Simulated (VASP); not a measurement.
# Li3BH6 (Immm) in VASP: density of states with PBE

Aim: the density of states of Li3BH6 with PBE.

Program: VASP 6.6.1. These are calculated values, not measurements. Logs are shortened: lines on timing, memory, paths and dates and some standing lists are left out, and cuts for length are marked.

## Step 1: The cell of the first run

Symmetry: Immm, No. 71, orthorhombic system. Conventional cell: a = 5.279 Å, b = 5.577 Å, c = 5.581 Å, α = 90.00°, β = 90.00°, γ = 90.00°. Li (site symmetry mmm) has 4 H at 1.95 Å within 2.6 Å. Li (site symmetry mm2) has 4 H at 1.77 to 1.85 Å within 2.4 Å. B (site symmetry mmm) has 6 H at 1.27 to 1.57 Å within 1.7 Å. Within 2.1 Å of H (site symmetry m) lie 1 B at 1.57 Å and 2 Li at 1.77 to 1.95 Å and 2 H at 2.02 Å. H (site symmetry 2mm) has 1 B at 1.27 Å within 1.7 Å.

## Step 2: Density of states, PBE

POSCAR

```
Li3BH6
1.0
   -2.6395386766      2.7883199040      2.7903939436
    2.6395386766     -2.7883199040      2.7903939436
    2.6395386766      2.7883199040     -2.7903939436
Li B H
3 1 6
Direct
    0.0000000000      0.0000000000      0.0000000000
    0.7236933885      0.2236933885      0.5000000000
    0.2763066115      0.7763066115      0.5000000000
    0.5000000000      0.5000000000      0.0000000000
    0.5166166697      0.7068472595      0.8097694102
    0.8970778494      0.7068472595      0.1902305898
    0.4833833303      0.2931527405      0.1902305898
    0.1029221506      0.2931527405      0.8097694102
    0.5000000000      0.2586991697      0.7586991697
    0.5000000000      0.7413008303      0.2413008303
```

INCAR.step1

```
PREC = Accurate ; ENCUT = 520
EDIFF = 1E-6 ; ISMEAR = 0
SIGMA = 0.02 ; LREAL = False
LASPH = True ; NELM = 100
ALGO = Normal ; ISIF = 2
LWAVE = False ; LCHARG = True
GGA = PE ; NBANDS = 20
```

KPOINTS.step1

```
regular mesh
0
Gamma
  8 8 8
```

INCAR.step2

```
PREC = Accurate ; ENCUT = 520
EDIFF = 1E-6 ; ISMEAR = -5
SIGMA = 0.02 ; LREAL = False
LASPH = True ; NELM = 100
ALGO = Normal ; ISIF = 2
LWAVE = False ; LCHARG = False
GGA = PE ; LORBIT = 11
NBANDS = 20 ; NEDOS = 1001
ICHARG = 11
```

KPOINTS.step2

```
regular mesh
0
Gamma
  12 12 12
```

Potentials or basis: VASP PAW PBE potentials, release 64 (Li_sv, B, H).

The run is started by

```console
$ cat potpaw_PBE.64/Li_sv/POTCAR potpaw_PBE.64/B/POTCAR potpaw_PBE.64/H/POTCAR > POTCAR
$ cp INCAR.step1 INCAR
$ cp KPOINTS.step1 KPOINTS
$ mpirun -np 1 vasp_std > vasp.out
$ cp INCAR.step2 INCAR
$ cp KPOINTS.step2 KPOINTS
$ mpirun -np 1 vasp_std > vasp.out
```

OUTCAR:

```text
PREC = Accurate
   ENCUT = 520
   EDIFF = 1E-6
   ISMEAR = -5
   LREAL = False
   LASPH = True
   NELM = 100
   ISIF = 2
   GGA = PE
   LORBIT = 11
   ICHARG = 11

 ion  position               nearest neighbor table
   1  0.000  0.000  0.000-
   2  0.724  0.224  0.500-   3 2.50
   3  0.276  0.776  0.500-   2 2.50
   4  0.500  0.500  0.000-   9 1.27  10 1.27
   5  0.517  0.707  0.810-
   6  0.897  0.707  0.190-
   7  0.483  0.293  0.190-
   8  0.103  0.293  0.810-
   9  0.500  0.259  0.759-   4 1.27
  10  0.500  0.741  0.241-   4 1.27

  LATTYP: Found a body centered orthorhombic cell.
 ALAT       =     5.2790773532
 B/A-ratio  =     1.0563663752
 C/A-ratio  =     1.0571521336

  Lattice vectors:

 A1 = (  -2.6395386766,   2.7883199040,   2.7903939436)
 A2 = (   2.6395386766,  -2.7883199040,   2.7903939436)
 A3 = (   2.6395386766,   2.7883199040,  -2.7903939436)

Analysis of symmetry for initial positions (statically):
=====================================================================
 Subroutine PRICEL returns:
 Original cell was already a primitive cell.

 Routine SETGRP: Setting up the symmetry group for a
 body centered orthorhombic supercell.

 Subroutine GETGRP returns: Found  8 space group operations
 (whereof  8 operations were pure point group operations)
 out of a pool of  8 trial point group operations.

The static configuration has the point symmetry D_2h.

Analysis of symmetry for dynamics (positions and initial velocities):
=====================================================================
 Subroutine PRICEL returns:
 Original cell was already a primitive cell.

 Routine SETGRP: Setting up the symmetry group for a
 body centered orthorhombic supercell.

 Subroutine GETGRP returns: Found  8 space group operations
 (whereof  8 operations were pure point group operations)
 out of a pool of  8 trial point group operations.

The dynamic configuration has the point symmetry D_2h.

 Subroutine INISYM returns: Found  8 space group operations
 (whereof  8 operations are pure point group operations),
 and found     1 'primitive' translations

[... 127 lines left out ...]
   ISMEAR =    -5;   SIGMA  =   0.02  broadening in eV -4-tet -1-fermi 0-gaus
   EFERMI_NEDOS =   21; number of points for ismear=-14 and -15
   IALGO  =     38    algorithm
   IMIX   =      4    mixing-type and parameters
     AMIX     =   0.40;   BMIX     =  1.00
     AMIX_MAG =   1.60;   BMIX_MAG =  1.00
  volume/ion in A,a.u.               =       8.21        55.44
  Fermi-wavevector in a.u.,A,eV,Ry     =   0.986962  1.865087 13.253344  0.974093
  Thomas-Fermi vector in A             =   2.118381
   LORBIT       =     11    0 simple, 1 ext, 2 COOP (PROOUT), +10 PAW based schemes
   GGA     = PE    functional components
   LHFCALC =     F    Hartree Fock is set to
   AEXX    =    0.0000 exact exchange contribution
   IVDW    =     0    specifies the selected vdW correction
   LEPSILON=     F    determine dielectric tensor
   LRPA    =     F    only Hartree local field effects (RPA)
 non-spin polarized calculation
 Fermi weights with tetrahedron method with Bloechl corrections
  energy-cutoff  :      520.00
  volume of cell :       82.15
 maximum number of plane-waves:      2242

 number of electron      18.0000018 magnetization

 Free energy of the ion-electron system (eV)
  ---------------------------------------------------
  ext. energy  EPLUGINS =         0.00000000
  ---------------------------------------------------
  free energy    TOTEN  =       -31.65324793 eV

  energy without entropy =      -31.65324793  energy(sigma->0) =      -31.65324793

 E-fermi :   1.1437     XC(G=0):  -8.0798

 val. band max:        1.1244549650   @ k =   0.5000   0.5000   0.5000
 cond. band min:       1.9915041689   @ k =   0.0000   0.0000   0.0000
 fundamental gap:      0.8670492038
 Fermi energy:         1.1437135340

 k-point     1 :       0.0000    0.0000    0.0000
  band No.  band energies     occupation
      1     -45.4572      2.00000
      2     -45.0698      2.00000
      3     -45.0403      2.00000
      4      -9.1500      2.00000
      5      -4.4388      2.00000
      6      -3.3004      2.00000
[... 541 lines left out ...]
     19      10.6338      0.00000
     20      12.1250      0.00000

 [... further k-points ...]

------------------------ aborting loop because EDIFF is reached ----------------------------------------

  FORCE on cell =-STRESS in cart. coord.  units (eV):
  Direction    XX          YY          ZZ          XY          YZ          ZX
  --------------------------------------------------------------------------------------
  -------------------------------------------------------------------------------------
  Total       -0.1053568     -0.0845781     -0.1104611      0.0000000      0.0000000      0.0000000
  in kB       -2.0548360     -1.6495760     -2.1543868      0.0000000      0.0000000      0.0000000
  external PRESSURE =      -1.9529329 kB  Pullay stress =       0.0000000 kB

 VOLUME and BASIS-vectors are now :
 -----------------------------------------------------------------------------
  energy-cutoff  :      520.00
  volume of cell :       82.15
      direct lattice vectors                 reciprocal lattice vectors
    -2.639538677  2.788319904  2.790393944     0.000000000  0.179319453  0.179186169
     2.639538677 -2.788319904  2.790393944     0.189427041  0.000000000  0.179186169
     2.639538677  2.788319904 -2.790393944     0.189427041  0.179319453  0.000000000

 POSITION                                       TOTAL-FORCE (eV/Angst)
 -----------------------------------------------------------------------------------
      0.00000      0.00000      0.00000        -0.000000      0.000000     -0.000000
      0.00000      2.78832      1.24839        -0.000000     -0.000000      0.006931
      2.63954     -0.00000      1.54201        -0.000000      0.000000     -0.006931
      0.00000      0.00000      2.79039         0.000000      0.000000     -0.000000
      2.63954      1.72747      1.15437         0.000000     -0.000693     -0.005777
     -0.00000      1.06085      3.94476        -0.000000      0.000693     -0.005777
     -0.00000      1.06085      1.63602        -0.000000      0.000693      0.005777
      2.63954      1.72747     -1.15437         0.000000     -0.000693      0.005777
      1.36569      2.78832      0.00000        -0.019060     -0.000000     -0.000000
      1.27385     -0.00000      2.79039         0.019060      0.000000     -0.000000
 -----------------------------------------------------------------------------------
    total drift:                               -0.000000      0.000000      0.000000

  FREE ENERGIE OF THE ION-ELECTRON SYSTEM (eV)
  ---------------------------------------------------
  free  energy   TOTEN  =       -31.6532479314 eV

  energy  without entropy=      -31.6532479314  energy(sigma->0) =      -31.65324793

 total charge

# of ion       s       p       d       tot
------------------------------------------
    1        2.016   0.046   0.000   2.062
    2        2.028   0.062   0.000   2.090
    3        2.028   0.062   0.000   2.090
    4        0.620   1.051   0.000   1.671
    5        0.554   0.007   0.000   0.561
    6        0.554   0.007   0.000   0.561
    7        0.554   0.007   0.000   0.561
    8        0.554   0.007   0.000   0.561
    9        0.622   0.016   0.000   0.638
   10        0.622   0.016   0.000   0.638
--------------------------------------------------
tot         10.154   1.278   0.000  11.433
```

OUTCAR.step1:

```text
PREC = Accurate
   ENCUT = 520
   EDIFF = 1E-6
   ISMEAR = 0
   LREAL = False
[... 806 lines left out ...]
     -0.00000      1.06085      1.63602        -0.000000      0.000690      0.005818
      2.63954      1.72747     -1.15437        -0.000000     -0.000690      0.005818
      1.36569      2.78832      0.00000        -0.018912      0.000000     -0.000000
      1.27385     -0.00000      2.79039         0.018912     -0.000000      0.000000
 -----------------------------------------------------------------------------------
    total drift:                                0.000000      0.000000      0.000000

  FREE ENERGIE OF THE ION-ELECTRON SYSTEM (eV)
  ---------------------------------------------------
  free  energy   TOTEN  =       -31.6532374152 eV

  energy  without entropy=      -31.6532374152  energy(sigma->0) =      -31.65323742
```

Run time: 6.1 min. Hardware: 1 thread of AMD EPYC 9R45 (Zen 5), shared host; peak memory 0.44 GiB.

What came out:

| Quantity | Value |
| --- | --- |
| Valence electrons inside the program's atomic spheres | Li 2.06, 2.09; B 1.67; H 0.56, 0.64 |

Caveat: the cutoff is under 1.25 times the usual one of these potentials, so pressure, stress and relaxed cells hold a basis-set (Pulay) error.
